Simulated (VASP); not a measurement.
# WSe2 (P6_3/mmc) in VASP: further runs

WSe2 is run at these levels: PBE; tasks: single point.

Program: VASP 6.6.1. These are calculated values, not measurements. Logs are shortened: lines on timing, memory, paths and dates and some standing lists are left out, and cuts for length are marked.

## Step 1: The cell of the first run

It takes space group P6_3/mmc (No. 194, hexagonal). The conventional cell has a = 3.300 Å, b = 3.300 Å, c = 12.886 Å, α = 90.00°, β = 90.00°, γ = 120.00°. W (site symmetry -6m2) has 6 Se at 2.53 Å and 6 W at 3.30 Å within 3.3 Å. Se (site symmetry 3m) has 3 W at 2.53 Å and 7 Se at 3.30 to 3.32 Å within 3.4 Å.

## Step 2: Single point, PBE (uniaxial z strain -2.0%)

Contents of INCAR:

```
ALGO     = Normal         # electronic algorithm
EDIFF    = 1E-6           # SCF threshold, eV
ENCUT    = 520            # plane-wave cutoff, eV
GGA      = PE             # functional
ISIF     = 2              # what is computed and relaxed
ISMEAR   = -1             # smearing method
LASPH    = True           # aspherical terms in the spheres
LCHARG   = False          # write CHGCAR
LREAL    = False          # projectors in reciprocal space
LWAVE    = False          # write WAVECAR
NBANDS   = 35             # bands
NELM     = 100            # most SCF steps
PREC     = Accurate       # precision mode
SIGMA    = 0.02           # smearing width, eV
```

Contents of KPOINTS:

```
k-points
0
Gamma
  12 12 2
```

Contents of POSCAR:

```
WSe2
1.0
    3.2996674462      0.0000000000      0.0000000000
   -1.6498337231      2.8575958324      0.0000000000
    0.0000000000      0.0000000000     12.8857268896
W Se
2 4
Direct
    0.3333333333      0.6666666667      0.2500000000
    0.6666666667      0.3333333333      0.7500000000
    0.6666666667      0.3333333333      0.3790146247
    0.6666666667      0.3333333333      0.1209853753
    0.3333333333      0.6666666667      0.8790146247
    0.3333333333      0.6666666667      0.6209853753
```

Potentials or basis: VASP PAW PBE potentials, release 64 (W_sv, Se).

Command:

```console
$ cat potpaw_PBE.64/W_sv/POTCAR potpaw_PBE.64/Se/POTCAR > POTCAR
$ mpirun -np 1 vasp_std > vasp.out
```

OUTCAR:

```text
EDIFF = 1E-6
   ENCUT = 520
   GGA = PE
   ISIF = 2
   ISMEAR = -1
   LASPH = True
   LREAL = False
   NELM = 100
   PREC = Accurate

 ion  position               nearest neighbor table
   1  0.333  0.667  0.250-   3 2.53   4 2.53   3 2.53   4 2.53   3 2.53   4 2.53
   2  0.667  0.333  0.750-   5 2.53   6 2.53   5 2.53   6 2.53   5 2.53   6 2.53
   3  0.667  0.333  0.379-   1 2.53   1 2.53   1 2.53
   4  0.667  0.333  0.121-   1 2.53   1 2.53   1 2.53
   5  0.333  0.667  0.879-   2 2.53   2 2.53   2 2.53
   6  0.333  0.667  0.621-   2 2.53   2 2.53   2 2.53

  LATTYP: Found a hexagonal cell.
 ALAT       =     3.2996674462
 C/A-ratio  =     3.9051592622

  Lattice vectors:

 A1 = (   3.2996674462,   0.0000000000,   0.0000000000)
 A2 = (  -1.6498337231,   2.8575958324,   0.0000000000)
 A3 = (   0.0000000000,   0.0000000000,  12.8857268896)

Analysis of symmetry for initial positions (statically):
=====================================================================
 Subroutine PRICEL returns:
 Original cell was already a primitive cell.

 Routine SETGRP: Setting up the symmetry group for a
 hexagonal supercell.

 Subroutine GETGRP returns: Found 24 space group operations
 (whereof 12 operations were pure point group operations)
 out of a pool of 24 trial point group operations.

The static configuration has the point symmetry D_3d.
 The point group associated with its full space group is D_6h.

Analysis of symmetry for dynamics (positions and initial velocities):
=====================================================================
 Subroutine PRICEL returns:
 Original cell was already a primitive cell.

 Routine SETGRP: Setting up the symmetry group for a
 hexagonal supercell.

 Subroutine GETGRP returns: Found 24 space group operations
 (whereof 12 operations were pure point group operations)
 out of a pool of 24 trial point group operations.

The dynamic configuration has the point symmetry D_3d.
 The point group associated with its full space group is D_6h.

 Subroutine INISYM returns: Found 24 space group operations
 (whereof 12 operations are pure point group operations),
 and found     1 'primitive' translations

----------------------------------------------------------------------------------------

                                     Primitive cell

  volume of cell :     121.5010

  direct lattice vectors                    reciprocal lattice vectors
     3.299667446  0.000000000  0.000000000     0.303060844  0.174972260  0.000000000
    -1.649833723  2.857595832  0.000000000     0.000000000  0.349944519  0.000000000
     0.000000000  0.000000000 12.885726890     0.000000000  0.000000000  0.077605246

  length of vectors
     3.299667446  3.299667446 12.885726890     0.349944519  0.349944519  0.077605246

  position of ions in fractional coordinates (direct lattice)
     0.333333333  0.666666667  0.250000000
     0.666666667  0.333333333  0.750000000
     0.666666667  0.333333333  0.379014625
     0.666666667  0.333333333  0.120985375
     0.333333333  0.666666667  0.879014625
     0.333333333  0.666666667  0.620985375

  ion indices of the primitive-cell ions
   primitive index   ion index
                 1           1
                 2           2
                 3           3
                 4           4
                 5           5
                 6           6

----------------------------------------------------------------------------------------

 KPOINTS: k-points

Automatic generation of k-mesh.
 Grid dimensions read from file:
 generate k-points for:   12   12    2

 Generating k-lattice:

  Cartesian coordinates                     Fractional coordinates (reciprocal lattice)
     0.025255070  0.014581022  0.000000000     0.083333333  0.000000000  0.000000000
     0.000000000  0.029162043  0.000000000     0.000000000  0.083333333  0.000000000
     0.000000000  0.000000000  0.038802623     0.000000000  0.000000000  0.500000000

  Length of vectors
     0.029162043  0.029162043  0.038802623

[... 44 lines left out ...]
 non-spin polarized calculation
  energy-cutoff  :      520.00
  volume of cell :      121.50
 maximum number of plane-waves:      3318
 NGX is ok and might be reduce to    28
   NGX = 13   NGY = 13   NGZ = 47

 number of electron      51.9999997 magnetization

 Free energy of the ion-electron system (eV)
  ---------------------------------------------------
  ext. energy  EPLUGINS =         0.00000000
  ---------------------------------------------------
  free energy    TOTEN  =       -43.11798127 eV

  energy without entropy =      -43.11798127  energy(sigma->0) =      -43.11798127

 E-fermi :   6.8407     XC(G=0): -10.7595

 val. band max:        6.3377451333   @ k =   0.0000   0.0000   0.0000
 cond. band min:       7.2826518237   @ k =   0.1667   0.1667   0.0000
 fundamental gap:      0.9449066904
 Fermi energy:         6.8406532817

 k-point     1 :       0.0000    0.0000    0.0000
  band No.  band energies     occupation
      1     -68.0566      2.00000
      2     -68.0566      2.00000
      3     -32.2983      2.00000
      4     -32.2983      2.00000
      5     -32.1854      2.00000
      6     -32.1854      2.00000
[... 27 lines left out ...]
     34       9.2256      0.00000
     35      10.7304      0.00000

 k-point     2 :       0.0833   -0.0000    0.0000
  band No.  band energies     occupation
      1     -68.0559      2.00000
      2     -68.0559      2.00000
      3     -32.2954      2.00000
      4     -32.2954      2.00000
      5     -32.2008      2.00000
      6     -32.2008      2.00000
[... 27 lines left out ...]
     34       9.1517      0.00000
     35      11.3525      0.00000

 k-point     3 :       0.1667   -0.0000    0.0000
  band No.  band energies     occupation
      1     -68.0541      2.00000
      2     -68.0541      2.00000
      3     -32.2873      2.00000
      4     -32.2873      2.00000
      5     -32.2427      2.00000
      6     -32.2427      2.00000
[... 27 lines left out ...]
     34       9.6175      0.00000
     35      12.3141      0.00000
[... 723 lines left out ...]
 k-point    23 :       0.2500    0.0000    0.5000
  band No.  band energies     occupation
      1     -68.0516      2.00000
      2     -68.0516      2.00000
      3     -32.2993      2.00000
      4     -32.2993      2.00000
      5     -32.2763      2.00000
      6     -32.2763      2.00000
[... 27 lines left out ...]
     34       9.9443      0.00000
     35      12.6503      0.00000

 k-point    24 :       0.3333   -0.0000    0.5000
  band No.  band energies     occupation
      1     -68.0492      2.00000
      2     -68.0492      2.00000
      3     -32.3554      2.00000
      4     -32.3554      2.00000
      5     -32.2652      2.00000
      6     -32.2652      2.00000
[... 27 lines left out ...]
     34      10.2256      0.00000
     35      11.8608      0.00000

 [... further k-points ...]
[... 5 lines left out ...]
  --------------------------------------------------------------------------------------
  -------------------------------------------------------------------------------------
  Total        2.5922952      2.5922952      4.5319907      0.0000000      0.0000000     -0.0000000
  in kB       34.1833912     34.1833912     59.7612524      0.0000000      0.0000000     -0.0000000
  external PRESSURE =      42.7093449 kB  Pullay stress =       0.0000000 kB

 VOLUME and BASIS-vectors are now :
 -----------------------------------------------------------------------------
  energy-cutoff  :      520.00
  volume of cell :      121.50
      direct lattice vectors                 reciprocal lattice vectors
     3.299667446  0.000000000  0.000000000     0.303060844  0.174972260  0.000000000
    -1.649833723  2.857595832  0.000000000     0.000000000  0.349944519  0.000000000
     0.000000000  0.000000000 12.885726890     0.000000000  0.000000000  0.077605246

 POSITION                                       TOTAL-FORCE (eV/Angst)
 -----------------------------------------------------------------------------------
     -0.00000      1.90506      3.22143         0.000000     -0.000000      0.000000
      1.64983      0.95253      9.66430        -0.000000      0.000000      0.000000
      1.64983      0.95253      4.88388         0.000000     -0.000000      0.333861
      1.64983      0.95253      1.55898        -0.000000      0.000000     -0.333861
     -0.00000      1.90506     11.32674        -0.000000     -0.000000      0.333861
     -0.00000      1.90506      8.00185        -0.000000      0.000000     -0.333861
 -----------------------------------------------------------------------------------
    total drift:                               -0.000000      0.000000     -0.000000

  FREE ENERGIE OF THE ION-ELECTRON SYSTEM (eV)
  ---------------------------------------------------
  free  energy   TOTEN  =       -43.1179812705 eV

  energy  without entropy=      -43.1179812705  energy(sigma->0) =      -43.11798127
```

Wall time 2.3 min (1 thread of Intel Xeon Platinum 8488C (Sapphire Rapids), shared host); peak memory 0.32 GiB.

What came out:

| Property | Result |
| --- | --- |
| Free energy | -43.1180 eV |
| Pressure | 4.3 GPa |
| Largest force | 0.334 eV/Å |
| Band gap on the k mesh | 0.94 eV (least direct gap 1.47 eV) |

Forces on the atoms (eV/Å):
```
W    0.000  0.000  0.000
W    0.000  0.000  0.000
Se   0.000  0.000  0.334
Se   0.000  0.000 -0.334
Se   0.000  0.000  0.334
Se   0.000  0.000 -0.334
```

Stress tensor (GPa, compression positive):
```
3.42 0.00 0.00
0.00 3.42 0.00
0.00 0.00 5.98
```

Levels at points of the mesh, in eV from the valence-band top:
| k point | band 24 | band 25 | band 26 | band 27 | band 28 | band 29 |
| --- | --- | --- | --- | --- | --- | --- |
| (0.00, 0.00, 0.00) | -1.11 | -1.03 | 0.00 | 2.55 | 2.55 | 2.60 |
| (0.50, 0.00, 0.00) | -1.48 | -1.32 | -1.22 | 2.01 | 2.06 | 2.25 |
| (0.00, 0.00, 0.50) | -1.65 | -0.21 | -0.21 | 2.56 | 2.56 | 2.56 |
| (0.50, 0.00, 0.50) | -1.39 | -1.35 | -1.35 | 2.03 | 2.03 | 2.43 |

Caveat: the cell differs from its parent crystal (uniaxial z strain -2.0%); the cell stands under pressure; spin-orbit coupling is left out, which moves the levels of the heavy elements; this functional lacks dispersion, which binds the layers, so the pressure and a relaxed spacing across them are unreliable. A k mesh can miss the band edges.

## Step 3: Single point, PBE (uniaxial z strain -1.0%)

Contents of INCAR:

```
SYSTEM = WSe2
PREC = Accurate ; ENCUT = 520
EDIFF = 1E-7 ; ISMEAR = -1
SIGMA = 0.02 ; LREAL = .FALSE.
LASPH = .TRUE. ; NELM = 100
ALGO = Normal ; ISIF = 2
LWAVE = .FALSE. ; LCHARG = .FALSE.
GGA = PE ; NBANDS = 35
```

Contents of KPOINTS:

```
Automatic mesh
0
G
  12 12 2
  0 0 0
```

Contents of POSCAR:

```
WSe2
1.0
    3.2996674462      0.0000000000      0.0000000000
   -1.6498337231      2.8575958324      0.0000000000
    0.0000000000      0.0000000000     13.0172138987
W Se
2 4
Direct
    0.3333333333      0.6666666667      0.2500000000
    0.6666666667      0.3333333333      0.7500000000
    0.6666666667      0.3333333333      0.3778539231
    0.6666666667      0.3333333333      0.1221460769
    0.3333333333      0.6666666667      0.8778539231
    0.3333333333      0.6666666667      0.6221460769
```

Potentials or basis: VASP PAW PBE potentials, release 64 (W_sv, Se).

Command:

```console
$ cat potpaw_PBE.64/W_sv/POTCAR potpaw_PBE.64/Se/POTCAR > POTCAR
$ mpirun -np 1 vasp_std > vasp.out
```

It took 2.5 min on 1 thread of Intel Xeon Platinum 8488C (Sapphire Rapids), shared host; peak memory 0.32 GiB.

Results (log left out):

- Free energy: -43.1421 eV
- Pressure: 3.9 GPa
- Largest force: 0.325 eV/Å
- Band gap on the k mesh: 0.99 eV (least direct gap 1.48 eV)

Forces in eV/Å, atoms in the order of the input:
```
W    0.000  0.000  0.000
W    0.000  0.000  0.000
Se   0.000  0.000  0.325
Se   0.000  0.000 -0.325
Se   0.000  0.000  0.325
Se   0.000  0.000 -0.325
```

Stress tensor (GPa, compression positive):
```
3.23 0.00 0.00
0.00 3.23 0.00
0.00 0.00 5.32
```

Levels at points of the mesh, in eV from the valence-band top:
```
           k point  band 24  band 25  band 26  band 27  band 28  band 29
(0.00, 0.00, 0.00)    -1.10    -1.07     0.00     2.60     2.60     2.64
(0.50, 0.00, 0.00)    -1.41    -1.29    -1.19     2.06     2.10     2.29
(0.00, 0.00, 0.50)    -1.60    -0.22    -0.22     2.61     2.61     2.61
(0.50, 0.00, 0.50)    -1.35    -1.30    -1.30     2.07     2.07     2.47
```

Caveat: the cell differs from its parent crystal (uniaxial z strain -1.0%); the cell stands under pressure; spin-orbit coupling is left out, which moves the levels of the heavy elements; this functional lacks dispersion, which binds the layers, so the pressure and a relaxed spacing across them are unreliable. A k mesh can miss the band edges.

## Step 4: Single point, PBE (uniaxial z strain +1.0%)

Contents of INCAR:

```
SYSTEM = WSe2
PREC = Accurate
ENCUT = 520
EDIFF = 1E-6
ISMEAR = -1
SIGMA = 0.02
LREAL = .FALSE.
LASPH = .TRUE.
NELM = 60
ALGO = Normal
ISIF = 2
LWAVE = .FALSE.
LCHARG = .TRUE.
GGA = PE
LELF = .TRUE.
LVHAR = .TRUE.
NBANDS = 35
```

KPOINTS is that of step 3.

Contents of POSCAR:

```
WSe2
1.0
    3.2996674462      0.0000000000      0.0000000000
   -1.6498337231      2.8575958324      0.0000000000
    0.0000000000      0.0000000000     13.2801879168
W Se
2 4
Direct
    0.3333333333      0.6666666667      0.2500000000
    0.6666666667      0.3333333333      0.7500000000
    0.6666666667      0.3333333333      0.3754989285
    0.6666666667      0.3333333333      0.1245010715
    0.3333333333      0.6666666667      0.8754989285
    0.3333333333      0.6666666667      0.6245010715
```

Command:

```console
$ cat potpaw_PBE.64/W_sv/POTCAR potpaw_PBE.64/Se/POTCAR > POTCAR
$ mpirun -np 1 vasp_std > vasp.out
```

Run time: 2.5 min. Hardware: 1 thread of Intel Xeon Platinum 8488C (Sapphire Rapids), shared host; peak memory 0.33 GiB.

Results (log left out):

| Property | Result |
| --- | --- |
| Free energy | -43.1774 eV |
| Pressure | 3.4 GPa |
| Largest force | 0.320 eV/Å |
| Band gap on the k mesh | 1.08 eV (least direct gap 1.50 eV) |

Forces in eV/Å, atoms in the order of the input:
```
W    0.000  0.000  0.000
W    0.000  0.000  0.000
Se   0.000  0.000  0.320
Se   0.000  0.000 -0.320
Se   0.000  0.000  0.320
Se   0.000  0.000 -0.320
```

Stress tensor (GPa, compression positive):
```
2.96 0.00 0.00
0.00 2.96 0.00
0.00 0.00 4.37
```

Levels at points of the mesh, in eV from the valence-band top:
```csv
k point,band 22,band 23,band 24,band 25,band 26,band 27,band 28,band 29,band 30,band 31
"(0.00, 0.00, 0.00)",-1.50,-1.50,-1.21,-0.99,0.00,2.68,2.68,2.72,2.72,2.81
"(0.50, 0.00, 0.00)",-2.34,-1.34,-1.30,-1.23,-1.13,2.14,2.17,2.38,2.64,3.06
"(0.00, 0.00, 0.50)",-1.51,-1.51,-1.51,-0.23,-0.23,2.69,2.69,2.69,2.69,2.90
"(0.50, 0.00, 0.50)",-2.44,-1.28,-1.28,-1.21,-1.21,2.15,2.15,2.53,2.53,3.41
```

Caveat: the cell differs from its parent crystal (uniaxial z strain +1.0%); the cell stands under pressure; spin-orbit coupling is left out, which moves the levels of the heavy elements; this functional lacks dispersion, which binds the layers, so the pressure and a relaxed spacing across them are unreliable. A k mesh can miss the band edges.

## Step 5: Single point, PBE (uniaxial z strain +2.0%)

Contents of INCAR:

```
ALGO     = Normal         # electronic algorithm
EDIFF    = 1E-6           # SCF threshold, eV
ENCUT    = 520            # plane-wave cutoff, eV
GGA      = PE             # functional
ISIF     = 2              # what is computed and relaxed
ISMEAR   = -1             # smearing method
LASPH    = T              # aspherical terms in the spheres
LCHARG   = F              # write CHGCAR
LREAL    = F              # projectors in reciprocal space
LWAVE    = F              # write WAVECAR
NBANDS   = 35             # bands
NELM     = 60             # most SCF steps
PREC     = Accurate       # precision mode
SIGMA    = 0.02           # smearing width, eV
```

Contents of KPOINTS:

```
k-points
0
Gamma
  12 12 2
```

Contents of POSCAR:

```
WSe2
1.0
    3.2996674462      0.0000000000      0.0000000000
   -1.6498337231      2.8575958324      0.0000000000
    0.0000000000      0.0000000000     13.4116749259
W Se
2 4
Direct
    0.3333333333      0.6666666667      0.2500000000
    0.6666666667      0.3333333333      0.7500000000
    0.6666666667      0.3333333333      0.3743330413
    0.6666666667      0.3333333333      0.1256669587
    0.3333333333      0.6666666667      0.8743330413
    0.3333333333      0.6666666667      0.6256669587
```

Command:

```console
$ cat potpaw_PBE.64/W_sv/POTCAR potpaw_PBE.64/Se/POTCAR > POTCAR
$ mpirun -np 1 vasp_std > vasp.out
```

Wall time 2.7 min (1 thread of Intel Xeon Platinum 8488C (Sapphire Rapids), shared host); peak memory 0.33 GiB.

The run converged. Its results:

```yaml
Free_energy: -43.1901 eV
Pressure: 3.2 GPa
Largest_force: 0.318 eV/Å
Band_gap_on_the_k_mesh: 1.13 eV (least direct gap 1.51 eV)
```

Forces on the atoms (eV/Å):
```
W    0.000  0.000  0.000
W    0.000  0.000  0.000
Se   0.000  0.000  0.318
Se   0.000  0.000 -0.318
Se   0.000  0.000  0.318
Se   0.000  0.000 -0.318
```

Stress tensor (GPa, compression positive):
```
2.85 0.00 0.00
0.00 2.85 0.00
0.00 0.00 4.01
```

Levels at points of the mesh, in eV from the valence-band top:
| k point | band 22 | band 23 | band 24 | band 25 | band 26 | band 27 | band 28 | band 29 | band 30 | band 31 |
| --- | --- | --- | --- | --- | --- | --- | --- | --- | --- | --- |
| (0.00, 0.00, 0.00) | -1.46 | -1.46 | -1.26 | -0.95 | 0.00 | 2.72 | 2.72 | 2.75 | 2.75 | 2.86 |
| (0.50, 0.00, 0.00) | -2.32 | -1.30 | -1.25 | -1.20 | -1.10 | 2.17 | 2.20 | 2.42 | 2.67 | 3.10 |
| (0.00, 0.00, 0.50) | -1.48 | -1.48 | -1.48 | -0.23 | -0.23 | 2.73 | 2.73 | 2.73 | 2.73 | 2.93 |
| (0.50, 0.00, 0.50) | -2.40 | -1.24 | -1.24 | -1.18 | -1.18 | 2.19 | 2.19 | 2.56 | 2.56 | 3.45 |

Caveat: the cell differs from its parent crystal (uniaxial z strain +2.0%); the cell stands under pressure; spin-orbit coupling is left out, which moves the levels of the heavy elements; this functional lacks dispersion, which binds the layers, so the pressure and a relaxed spacing across them are unreliable.

## Step 6: The runs side by side

| cell | gap on the mesh (eV) | pressure (GPa) | largest force (eV/Å) |
| --- | --- | --- | --- |
| a = 3.300, b = 3.300, c = 12.886 Å, angles 90.0, 90.0, 120.0°, 6 atoms, uniaxial z strain -2.0% | 0.94 | 4.3 | 0.33 |
| a = 3.300, b = 3.300, c = 13.017 Å, angles 90.0, 90.0, 120.0°, 6 atoms, uniaxial z strain -1.0% | 0.99 | 3.9 | 0.32 |
| a = 3.300, b = 3.300, c = 13.280 Å, angles 90.0, 90.0, 120.0°, 6 atoms, uniaxial z strain +1.0% | 1.08 | 3.4 | 0.32 |
| a = 3.300, b = 3.300, c = 13.412 Å, angles 90.0, 90.0, 120.0°, 6 atoms, uniaxial z strain +2.0% | 1.13 | 3.2 | 0.32 |

Alike in all rows: task single point; level PBE; potentials or basis VASP PAW PBE potentials, release 64 (W_sv, Se); no spin polarisation; k mesh 12 × 12 × 2; cutoff (eV) 520; smearing fermi-dirac 0.02 eV.

Caveats: the cell stands under pressure; spin-orbit coupling is left out, which moves the levels of the heavy elements; this functional lacks dispersion, which binds the layers, so the pressure and a relaxed spacing across them are unreliable.

Absolute energies hang on the potentials; compare differences alone.
